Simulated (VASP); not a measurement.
# Rb2Sn (Fm-3m) in VASP: further runs

Runs on Rb2Sn. Level: PBE. Tasks: single point.

All numbers are computed with VASP 6.6.1; they aren't measurements. Logs are shortened: lines on timing, memory, paths and dates and some standing lists are left out, and cuts for length are marked.

## (1) The cell of the first run

Symmetry: Fm-3m, No. 225, cubic system. The conventional cell has a = 8.945 Å, b = 8.945 Å, c = 8.945 Å, α = 90.00°, β = 90.00°, γ = 90.00°. Sn (site symmetry m-3m) has 8 Rb at 3.87 Å within 5.1 Å. Within 5.1 Å of Rb (site symmetry -43m) lie 4 Sn at 3.87 Å and 6 Rb at 4.47 Å.

## (2) Single point, PBE

The input, INCAR:

```
PREC = Accurate ; ENCUT = 520
EDIFF = 1E-7 ; ISMEAR = 0
SIGMA = 0.1 ; LREAL = False
LASPH = True ; NELM = 100
ALGO = Normal ; ISIF = 2
LWAVE = False ; LCHARG = False
GGA = PE ; NBANDS = 23
```

The input, KPOINTS:

```
regular mesh
0
Gamma
  9 9 9
```

The input, POSCAR:

```
Rb2Sn
1.0
    0.0000000000      4.4723441518      4.4723441518
    4.4723441518      0.0000000000      4.4723441518
    4.4723441518      4.4723441518      0.0000000000
Sn Rb
1 2
Direct
    0.0000000000      0.0000000000      0.0000000000
    0.2500000000      0.2500000000      0.2500000000
    0.7500000000      0.7500000000      0.7500000000
```

Potentials or basis: VASP PAW PBE potentials, release 64 (Sn_d, Rb_sv).

On the command line:

```bash
$ cat potpaw_PBE.64/Sn_d/POTCAR potpaw_PBE.64/Rb_sv/POTCAR > POTCAR
$ mpirun -np 1 vasp_std > vasp.out
```

OUTCAR:

```text
PREC = Accurate
   ENCUT = 520
   EDIFF = 1E-7
   ISMEAR = 0
   LREAL = False
   LASPH = True
   NELM = 100
   ISIF = 2
   GGA = PE

 ion  position               nearest neighbor table
   1  0.000  0.000  0.000-   3 3.87   3 3.87   3 3.87   2 3.87   3 3.87   2 3.87   2 3.87   2 3.87

   2  0.250  0.250  0.250-   1 3.87   1 3.87   1 3.87   1 3.87   3 4.47   3 4.47   3 4.47   3 4.47
                             3 4.47   3 4.47
   3  0.750  0.750  0.750-   1 3.87   1 3.87   1 3.87   1 3.87   2 4.47   2 4.47   2 4.47   2 4.47
                             2 4.47   2 4.47

  LATTYP: Found a face centered cubic cell.
 ALAT       =     8.9446883036

  Lattice vectors:

 A1 = (   0.0000000000,   4.4723441518,   4.4723441518)
 A2 = (   4.4723441518,   0.0000000000,   4.4723441518)
 A3 = (   4.4723441518,   4.4723441518,   0.0000000000)

Analysis of symmetry for initial positions (statically):
=====================================================================
 Subroutine PRICEL returns:
 Original cell was already a primitive cell.

 Routine SETGRP: Setting up the symmetry group for a
 face centered cubic supercell.

 Subroutine GETGRP returns: Found 48 space group operations
 (whereof 48 operations were pure point group operations)
 out of a pool of 48 trial point group operations.

The static configuration has the point symmetry O_h .

Analysis of symmetry for dynamics (positions and initial velocities):
=====================================================================
 Subroutine PRICEL returns:
 Original cell was already a primitive cell.

 Routine SETGRP: Setting up the symmetry group for a
 face centered cubic supercell.

 Subroutine GETGRP returns: Found 48 space group operations
 (whereof 48 operations were pure point group operations)
 out of a pool of 48 trial point group operations.

The dynamic configuration has the point symmetry O_h .

 Subroutine INISYM returns: Found 48 space group operations
 (whereof 48 operations are pure point group operations),
 and found     1 'primitive' translations

----------------------------------------------------------------------------------------

                                     Primitive cell

  volume of cell :     178.9104

  direct lattice vectors                    reciprocal lattice vectors
     0.000000000  4.472344152  4.472344152    -0.111798194  0.111798194  0.111798194
     4.472344152  0.000000000  4.472344152     0.111798194 -0.111798194  0.111798194
     4.472344152  4.472344152  0.000000000     0.111798194  0.111798194 -0.111798194

  length of vectors
     6.324849755  6.324849755  6.324849755     0.193640153  0.193640153  0.193640153

  position of ions in fractional coordinates (direct lattice)
     0.000000000  0.000000000  0.000000000
     0.250000000  0.250000000  0.250000000
     0.750000000  0.750000000  0.750000000

  ion indices of the primitive-cell ions
   primitive index   ion index
                 1           1
                 2           2
                 3           3

----------------------------------------------------------------------------------------

 KPOINTS: regular mesh

Automatic generation of k-mesh.
 Grid dimensions read from file:
 generate k-points for:    9    9    9

 Generating k-lattice:

  Cartesian coordinates                     Fractional coordinates (reciprocal lattice)
    -0.012422022  0.012422022  0.012422022     0.111111111  0.000000000  0.000000000
     0.012422022 -0.012422022  0.012422022     0.000000000  0.111111111  0.000000000
     0.012422022  0.012422022 -0.012422022     0.000000000  0.000000000  0.111111111

  Length of vectors
     0.021515573  0.021515573  0.021515573

  Shift w.r.t. Gamma in fractional coordinates (k-lattice)
     0.000000000  0.000000000  0.000000000

 Subroutine IBZKPT returns following result:
 ===========================================

 Found     35 irreducible k-points:

 Following reciprocal coordinates:
            Coordinates               Weight
  0.000000  0.000000  0.000000      1.000000
  0.111111  0.000000  0.000000      8.000000
  0.222222  0.000000  0.000000      8.000000
  0.333333  0.000000  0.000000      8.000000
  0.444444  0.000000  0.000000      8.000000
  0.111111  0.111111  0.000000      6.000000
[... 16 lines left out ...]
 -0.333333  0.333333  0.000000     12.000000
  0.444444  0.444444  0.000000      6.000000
 [... further k-points ...]
   k-points           NKPTS =     35   k-points in BZ     NKDIM =     35   number of bands    NBANDS=     23
   number of dos      NEDOS =    301   number of ions     NIONS =      3
   total plane-waves  NPLWV = 110592
   dimension x,y,z NGX =    48 NGY =   48 NGZ =   48
   dimension x,y,z NGXF=    96 NGYF=   96 NGZF=   96
   ions per type =               1   2
   NGX,Y,Z   is equivalent  to a cutoff of  12.62, 12.62, 12.62 a.u.
   NGXF,Y,Z  is equivalent  to a cutoff of  25.23, 25.23, 25.23 a.u.
 SYSTEM =  unknown system
   PREC   = accura    normal or accurate (medium, high low for compatibility)
   ISTART =      0    job   : 0-new  1-cont  2-samecut
   ICHARG =      2    charge: 1-file 2-atom 10-const
   ISPIN  =      1    spin polarized calculation?
   LNONCOLLINEAR =      F non collinear calculations
   LSORBIT =      F    spin-orbit coupling
   LASPH  =      T    aspherical Exc in radial PAW
   ENCUT  =  520.0 eV  38.22 Ry    6.18 a.u.  11.76 11.76 11.76*2*pi/ulx,y,z
   NELM   =    100;   NELMIN=  2; NELMDL= -5     # of ELM steps
   EDIFF  = 0.1E-06   stopping-criterion for ELM
   LREAL  =      F    real-space projection
   EDIFFG = 0.1E-05   stopping-criterion for IOM
   NSW    =      0    number of steps for IOM
   IBRION =     -1    ionic relax: 0-MD 1-quasi-New 2-CG
   NFREE  =      0    steps in history (QN), initial steepest desc. (CG)
   ISIF   =      2    stress and relaxation
   ISYM   =      2    0-nonsym 1-usesym 2-fastsym
   POTIM  = 0.5000    time-step for ionic-motion
   TEBEG  =    0.0;   TEEND  =   0.0 temperature during run
   PSTRESS=    0.0 pullay stress
   NELECT =      32.0000    total number of electrons
   NUPDOWN=      -1.0000    fix difference up-down
   EMIN   =  10.00;   EMAX   =-10.00  energy-range for DOS
   EFERMI =   0.00;   METHOD = LEGACY
   ISMEAR =     0;   SIGMA  =   0.10  broadening in eV -4-tet -1-fermi 0-gaus
   EFERMI_NEDOS =   21; number of points for ismear=-14 and -15
   IALGO  =     38    algorithm
   IMIX   =      4    mixing-type and parameters
     AMIX     =   0.40;   BMIX     =  1.00
     AMIX_MAG =   1.60;   BMIX_MAG =  1.00
  volume/ion in A,a.u.               =      59.64       402.45
  Fermi-wavevector in a.u.,A,eV,Ry     =   0.922387  1.743058 11.575794  0.850797
  Thomas-Fermi vector in A             =   2.047908
   LORBIT       =      0    0 simple, 1 ext, 2 COOP (PROOUT), +10 PAW based schemes
   GGA     = PE    functional components
   LHFCALC =     F    Hartree Fock is set to
   AEXX    =    0.0000 exact exchange contribution
   IVDW    =     0    specifies the selected vdW correction
   LEPSILON=     F    determine dielectric tensor
   LRPA    =     F    only Hartree local field effects (RPA)
 non-spin polarized calculation
 Gauss-broadening in eV      SIGMA  =   0.10
  energy-cutoff  :      520.00
  volume of cell :      178.91
 maximum number of plane-waves:      4909
   NGX = 23   NGY = 23   NGZ = 23

 number of electron      32.0000009 magnetization

 Free energy of the ion-electron system (eV)
  ---------------------------------------------------
  ext. energy  EPLUGINS =         0.00000000
  ---------------------------------------------------
  free energy    TOTEN  =        -5.26819309 eV

  energy without entropy =       -5.20748424  energy(sigma->0) =       -5.23783867

 E-fermi :   0.6088     XC(G=0):  -6.5148

 val. band max:        0.6050734423   @ k =   0.2222   0.1111   0.0000
 cond. band min:       0.6092001833   @ k =   0.2222   0.0000   0.0000
 fundamental gap:      0.0041267410
 Fermi energy:         0.6088076997

 k-point     1 :       0.0000    0.0000    0.0000
  band No.  band energies     occupation
      1     -27.0942      2.00000
      2     -27.0735      2.00000
      3     -20.2273      2.00000
      4     -20.2273      2.00000
      5     -20.2273      2.00000
      6     -20.2209      2.00000
[... 15 lines left out ...]
     22       5.5298      0.00000
     23       5.5298      0.00000

 k-point     2 :       0.1111    0.0000    0.0000
  band No.  band energies     occupation
      1     -27.0936      2.00000
      2     -27.0741      2.00000
      3     -20.2273      2.00000
      4     -20.2273      2.00000
      5     -20.2272      2.00000
      6     -20.2209      2.00000
[... 15 lines left out ...]
     22       5.4316      0.00000
     23       5.4857      0.00000

 k-point     3 :       0.2222    0.0000    0.0000
  band No.  band energies     occupation
      1     -27.0917      2.00000
      2     -27.0759      2.00000
      3     -20.2272      2.00000
      4     -20.2272      2.00000
      5     -20.2271      2.00000
      6     -20.2209      2.00000
[... 15 lines left out ...]
     22       4.9642      0.00000
     23       5.3939      0.00000

 k-point     4 :       0.3333    0.0000    0.0000
  band No.  band energies     occupation
      1     -27.0889      2.00000
      2     -27.0786      2.00000
      3     -20.2272      2.00000
      4     -20.2272      2.00000
      5     -20.2269      2.00000
      6     -20.2209      2.00000
[... 15 lines left out ...]
     22       5.1266      0.00000
     23       5.3284      0.00000

 k-point     5 :       0.4444    0.0000    0.0000
  band No.  band energies     occupation
      1     -27.0855      2.00000
      2     -27.0819      2.00000
      3     -20.2272      2.00000
      4     -20.2272      2.00000
      5     -20.2269      2.00000
      6     -20.2209      2.00000
[... 434 lines left out ...]
 k-point    22 :      -0.4444    0.3333    0.0000
  band No.  band energies     occupation
      1     -27.0857      2.00000
      2     -27.0817      2.00000
      3     -20.2271      2.00000
      4     -20.2270      2.00000
      5     -20.2269      2.00000
      6     -20.2209      2.00000
[... 15 lines left out ...]
     22       4.8355      0.00000
     23       5.2352      0.00000

 k-point    23 :      -0.3333    0.3333    0.0000
  band No.  band energies     occupation
      1     -27.0837      2.00000
      2     -27.0837      2.00000
      3     -20.2271      2.00000
      4     -20.2270      2.00000
      5     -20.2269      2.00000
      6     -20.2209      2.00000
[... 15 lines left out ...]
     22       4.7307      0.00000
     23       5.1179      0.00000

 k-point    24 :       0.4444    0.4444    0.0000
  band No.  band energies     occupation
      1     -27.0873      2.00000
      2     -27.0801      2.00000
      3     -20.2271      2.00000
      4     -20.2271      2.00000
      5     -20.2268      2.00000
      6     -20.2209      2.00000
[... 15 lines left out ...]
     22       5.3184      0.00000
     23       5.3184      0.00000

 [... further k-points ...]

------------------------ aborting loop because EDIFF is reached ----------------------------------------

  FORCE on cell =-STRESS in cart. coord.  units (eV):
  Direction    XX          YY          ZZ          XY          YZ          ZX
  --------------------------------------------------------------------------------------
  -------------------------------------------------------------------------------------
  Total        0.0815888      0.0815888      0.0815888     -0.0000000      0.0000000      0.0000000
  in kB        0.7306432      0.7306432      0.7306432     -0.0000000      0.0000000      0.0000000
  external PRESSURE =       0.7306432 kB  Pullay stress =       0.0000000 kB

 VOLUME and BASIS-vectors are now :
 -----------------------------------------------------------------------------
  energy-cutoff  :      520.00
  volume of cell :      178.91
      direct lattice vectors                 reciprocal lattice vectors
     0.000000000  4.472344152  4.472344152    -0.111798194  0.111798194  0.111798194
     4.472344152  0.000000000  4.472344152     0.111798194 -0.111798194  0.111798194
     4.472344152  4.472344152  0.000000000     0.111798194  0.111798194 -0.111798194

 POSITION                                       TOTAL-FORCE (eV/Angst)
 -----------------------------------------------------------------------------------
      0.00000      0.00000      0.00000         0.000000      0.000000      0.000000
      2.23617      2.23617      2.23617        -0.000000     -0.000000     -0.000000
      6.70852      6.70852      6.70852         0.000000      0.000000      0.000000
 -----------------------------------------------------------------------------------
    total drift:                               -0.000000     -0.000000      0.000000

  FREE ENERGIE OF THE ION-ELECTRON SYSTEM (eV)
  ---------------------------------------------------
  free  energy   TOTEN  =        -5.2681930878 eV

  energy  without entropy=       -5.2074842434  energy(sigma->0) =       -5.23783867
```

Run time: 71 s. Hardware: 1 thread of Intel Xeon 6975P-C (Granite Rapids), shared host; peak memory 0.38 GiB.

Results:

```
Free energy            : -5.2682 eV
Pressure               : 0.1 GPa
Band gap on the k mesh : zero (band 16 reaches 0.71 eV, above the bottom of band 17 at 0.55 eV)
```

Caveat: spin-orbit coupling is left out, which moves the levels of the heavy elements.

[end of part 1 of 2]
